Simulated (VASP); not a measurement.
# Sn3Se2S (I4/mmm) in VASP: single point with PBE

Aim: the single point of Sn3Se2S with PBE.

Everything below comes from runs of VASP 6.6.1. Logs are shortened: lines on timing, memory, paths and dates and some standing lists are left out, and cuts for length are marked.

## 1. The cell of the first run

The structure is tetragonal, space group I4/mmm (No. 139). Conventional cell: a = 4.263 Å, b = 4.263 Å, c = 18.086 Å, α = 90.00°, β = 90.00°, γ = 90.00°. Sn (site symmetry 4/mmm) has 4 S at 3.01 Å and 2 Se at 3.01 Å within 4.0 Å. Within 4.0 Å of Sn (site symmetry 4mm) lie 5 Se at 3.01 Å and 1 S at 3.01 Å. Within 4.0 Å of Se (site symmetry 4mm) lie 6 Sn at 3.01 Å. S (site symmetry 4/mmm) has 6 Sn at 3.01 Å within 4.0 Å.

## 2. Single point, PBE

Input file INCAR:

```
SYSTEM = Sn3Se2S
  PREC = Accurate
  ENCUT = 520
  EDIFF = 1E-6
  ISMEAR = 0
  SIGMA = 0.1
  LREAL = .FALSE.
  LASPH = .TRUE.
  NELM = 100
  ALGO = Normal
  ISIF = 2
  LWAVE = .FALSE.
  LCHARG = .TRUE.
  GGA = PE
  LELF = .TRUE.
  LVHAR = .TRUE.
  NBANDS = 39
```

Input file KPOINTS:

```
regular mesh
0
G
  6 6 6
  0 0 0
```

Input file POSCAR:

```
Sn3Se2S
1.0
   -2.1314664100      2.1314664100      9.0430461000
    2.1314664100     -2.1314664100      9.0430461000
    2.1314664100      2.1314664100     -9.0430461000
Sn Se S
3 2 1
Direct
    0.0000000000      0.0000000000      0.0000000000
    0.3333333300      0.3333333300      0.0000000000
    0.6666666700      0.6666666700      0.0000000000
    0.8333333300      0.8333333300      0.0000000000
    0.1666666700      0.1666666700      0.0000000000
    0.5000000000      0.5000000000      0.0000000000
```

Potentials or basis: VASP PAW PBE potentials, release 64 (Sn_d, Se, S).

Started as:

```
cat potpaw_PBE.64/Sn_d/POTCAR potpaw_PBE.64/Se/POTCAR potpaw_PBE.64/S/POTCAR > POTCAR
mpirun -np 1 vasp_std > vasp.out
```

OUTCAR:

```text
SYSTEM = Sn3Se2S
   PREC = Accurate
   ENCUT = 520
   EDIFF = 1E-6
   ISMEAR = 0
   LREAL = .FALSE.
   LASPH = .TRUE.
   NELM = 100
   ISIF = 2
   GGA = PE

 ion  position               nearest neighbor table
   1  0.000  0.000  0.000-   6 3.01   6 3.01   6 3.01   6 3.01   5 3.01   4 3.01
   2  0.333  0.333  0.000-   5 3.01   4 3.01   4 3.01   4 3.01   4 3.01   6 3.01
   3  0.667  0.667  0.000-   4 3.01   5 3.01   5 3.01   5 3.01   5 3.01   6 3.01
   4  0.833  0.833  0.000-   3 3.01   2 3.01   2 3.01   2 3.01   2 3.01   1 3.01
   5  0.167  0.167  0.000-   2 3.01   3 3.01   3 3.01   3 3.01   3 3.01   1 3.01
   6  0.500  0.500  0.000-   1 3.01   1 3.01   1 3.01   1 3.01   3 3.01   2 3.01

  LATTYP: Found a body centered tetragonal cell.
 ALAT       =     4.2629328200
 C/A-ratio  =     4.2426406804

  Lattice vectors:

 A1 = (  -2.1314664100,   2.1314664100,   9.0430461000)
 A2 = (   2.1314664100,  -2.1314664100,   9.0430461000)
 A3 = (   2.1314664100,   2.1314664100,  -9.0430461000)

Analysis of symmetry for initial positions (statically):
=====================================================================
 Subroutine PRICEL returns:
 Original cell was already a primitive cell.

 Routine SETGRP: Setting up the symmetry group for a
 body centered tetragonal supercell.

 Subroutine GETGRP returns: Found 16 space group operations
 (whereof 16 operations were pure point group operations)
 out of a pool of 16 trial point group operations.

The static configuration has the point symmetry D_4h.

Analysis of symmetry for dynamics (positions and initial velocities):
=====================================================================
 Subroutine PRICEL returns:
 Original cell was already a primitive cell.

 Routine SETGRP: Setting up the symmetry group for a
 body centered tetragonal supercell.

 Subroutine GETGRP returns: Found 16 space group operations
 (whereof 16 operations were pure point group operations)
 out of a pool of 16 trial point group operations.

The dynamic configuration has the point symmetry D_4h.

 Subroutine INISYM returns: Found 16 space group operations
 (whereof 16 operations are pure point group operations),
 and found     1 'primitive' translations

----------------------------------------------------------------------------------------

                                     Primitive cell

  volume of cell :     164.3356

  direct lattice vectors                    reciprocal lattice vectors
    -2.131466410  2.131466410  9.043046100     0.000000000  0.234580286  0.055291104
[... 99 lines left out ...]
   NFREE  =      0    steps in history (QN), initial steepest desc. (CG)
   ISIF   =      2    stress and relaxation
   ISYM   =      2    0-nonsym 1-usesym 2-fastsym
   POTIM  = 0.5000    time-step for ionic-motion
   TEBEG  =    0.0;   TEEND  =   0.0 temperature during run
   PSTRESS=    0.0 pullay stress
   NELECT =      60.0000    total number of electrons
   NUPDOWN=      -1.0000    fix difference up-down
   EMIN   =  10.00;   EMAX   =-10.00  energy-range for DOS
   EFERMI =   0.00;   METHOD = LEGACY
   ISMEAR =     0;   SIGMA  =   0.10  broadening in eV -4-tet -1-fermi 0-gaus
   EFERMI_NEDOS =   21; number of points for ismear=-14 and -15
   IALGO  =     38    algorithm
   IMIX   =      4    mixing-type and parameters
     AMIX     =   0.40;   BMIX     =  1.00
     AMIX_MAG =   1.60;   BMIX_MAG =  1.00
  volume/ion in A,a.u.               =      27.39       184.83
  Fermi-wavevector in a.u.,A,eV,Ry     =   1.170078  2.211126 18.627487  1.369082
  Thomas-Fermi vector in A             =   2.306541
   LORBIT       =      0    0 simple, 1 ext, 2 COOP (PROOUT), +10 PAW based schemes
   GGA     = PE    functional components
   LHFCALC =     F    Hartree Fock is set to
   AEXX    =    0.0000 exact exchange contribution
   IVDW    =     0    specifies the selected vdW correction
   LEPSILON=     F    determine dielectric tensor
   LRPA    =     F    only Hartree local field effects (RPA)
 non-spin polarized calculation
 Gauss-broadening in eV      SIGMA  =   0.10
  energy-cutoff  :      520.00
  volume of cell :      164.34
 maximum number of plane-waves:      4456
   NGX = 35   NGY = 35   NGZ = 35

 number of electron      60.0000008 magnetization

 Free energy of the ion-electron system (eV)
  ---------------------------------------------------
  ext. energy  EPLUGINS =         0.00000000
  ---------------------------------------------------
  free energy    TOTEN  =       -25.14768126 eV

  energy without entropy =      -25.14623382  energy(sigma->0) =      -25.14695754

 E-fermi :   5.6205     XC(G=0):  -9.4841

 val. band max:        5.5074355355   @ k =  -0.1667   0.3333   0.1667
 cond. band min:       5.7254175352   @ k =  -0.1667   0.3333   0.1667
 fundamental gap:      0.2179819997
 Fermi energy:         5.6205052514

 k-point     1 :       0.0000    0.0000    0.0000
  band No.  band energies     occupation
      1     -16.2105      2.00000
      2     -16.2084      2.00000
      3     -16.1970      2.00000
      4     -16.1970      2.00000
      5     -16.1909      2.00000
      6     -16.1849      2.00000
[... 997 lines left out ...]
     38       9.5936      0.00000
     39       9.9646      0.00000

 [... further k-points ...]

------------------------ aborting loop because EDIFF is reached ----------------------------------------

  FORCE on cell =-STRESS in cart. coord.  units (eV):
  Direction    XX          YY          ZZ          XY          YZ          ZX
  --------------------------------------------------------------------------------------
  -------------------------------------------------------------------------------------
  Total       -0.9601187     -0.9601187     -0.9260673      0.0000000      0.0000000      0.0000000
  in kB       -9.3606025     -9.3606025     -9.0286210      0.0000000      0.0000000      0.0000000
  external PRESSURE =      -9.2499420 kB  Pullay stress =       0.0000000 kB

 VOLUME and BASIS-vectors are now :
 -----------------------------------------------------------------------------
  energy-cutoff  :      520.00
  volume of cell :      164.34
      direct lattice vectors                 reciprocal lattice vectors
    -2.131466410  2.131466410  9.043046100     0.000000000  0.234580286  0.055291104
     2.131466410 -2.131466410  9.043046100     0.234580286  0.000000000  0.055291104
     2.131466410  2.131466410 -9.043046100     0.234580286  0.234580286  0.000000000

 POSITION                                       TOTAL-FORCE (eV/Angst)
 -----------------------------------------------------------------------------------
      0.00000      0.00000      0.00000        -0.000000     -0.000000     -0.000000
      0.00000      0.00000      6.02870         0.000000      0.000000      0.223778
      0.00000      0.00000     12.05739         0.000000      0.000000     -0.223778
      0.00000      0.00000     15.07174        -0.000000     -0.000000     -0.028292
      0.00000      0.00000      3.01435        -0.000000     -0.000000      0.028292
      0.00000      0.00000      9.04305        -0.000000     -0.000000      0.000000
 -----------------------------------------------------------------------------------
    total drift:                               -0.000000      0.000000      0.000000

  FREE ENERGIE OF THE ION-ELECTRON SYSTEM (eV)
  ---------------------------------------------------
  free  energy   TOTEN  =       -25.1476812609 eV

  energy  without entropy=      -25.1462338207  energy(sigma->0) =      -25.14695754
```

OSZICAR:

```text
N       E                     dE             d eps       ncg     rms          rms(c)
DAV:   1     0.619368891626E+03    0.61937E+03   -0.27784E+04  2477   0.195E+03
DAV:   2     0.741288627564E+02   -0.54524E+03   -0.52776E+03  2356   0.558E+02
DAV:   3    -0.200295796043E+02   -0.94158E+02   -0.90488E+02  2870   0.185E+02
DAV:   4    -0.257723468070E+02   -0.57428E+01   -0.56831E+01  2749   0.470E+01
DAV:   5    -0.259558622304E+02   -0.18352E+00   -0.18340E+00  3207   0.927E+00    0.640E+00
DAV:   6    -0.251255506184E+02    0.83031E+00   -0.15612E+00  3081   0.649E+00    0.403E+00
DAV:   7    -0.251438442671E+02   -0.18294E-01   -0.46819E-01  2689   0.231E+00    0.207E+00
DAV:   8    -0.251480347005E+02   -0.41904E-02   -0.44652E-02  2807   0.134E+00    0.282E-01
DAV:   9    -0.251470539985E+02    0.98070E-03   -0.78676E-03  2841   0.492E-01    0.128E-01
DAV:  10    -0.251475030282E+02   -0.44903E-03   -0.16963E-03  2892   0.180E-01    0.873E-02
DAV:  11    -0.251476353782E+02   -0.13235E-03   -0.13116E-04  2944   0.559E-02    0.364E-02
DAV:  12    -0.251476781582E+02   -0.42780E-04   -0.55624E-05  2595   0.391E-02    0.102E-02
DAV:  13    -0.251476813852E+02   -0.32269E-05   -0.58357E-06  2319   0.171E-02    0.304E-03
DAV:  14    -0.251476812609E+02    0.12426E-06   -0.87714E-07  1703   0.713E-03
   1 F= -.25147681E+02 E0= -.25146958E+02  d E =-.144744E-02
```

stdout:

```text
POSCAR found type information on POSCAR SnSeS
 POSCAR found :  3 types and       6 ions
 scaLAPACK will be used
 LDA part: xc-table for (Slater+PW92), standard interpolation
 POSCAR, INCAR and KPOINTS ok, starting setup
 FFT: planning ... GRIDC
 FFT: planning ... GRID_SOFT
 FFT: planning ... GRID
 WAVECAR not read
 entering main loop
```

Run time: 17 min. Hardware: 1 thread of AMD EPYC 7R43 (Zen 3), shared host; peak memory 0.75 GiB.

What came out:

```yaml
Free_energy: -25.1477 eV
Pressure: -0.9 GPa
Largest_force: 0.224 eV/Å
Band_gap_on_the_k_mesh: 0.22 eV
```

Forces in eV/Å, atoms in the order of the input:
```
Sn   0.000  0.000  0.000
Sn   0.000  0.000  0.224
Sn   0.000  0.000 -0.224
Se   0.000  0.000 -0.028
Se   0.000  0.000  0.028
S    0.000  0.000  0.000
```

Caveat: spin-orbit coupling is left out, which moves the levels of the heavy elements. A k mesh can miss the band edges.
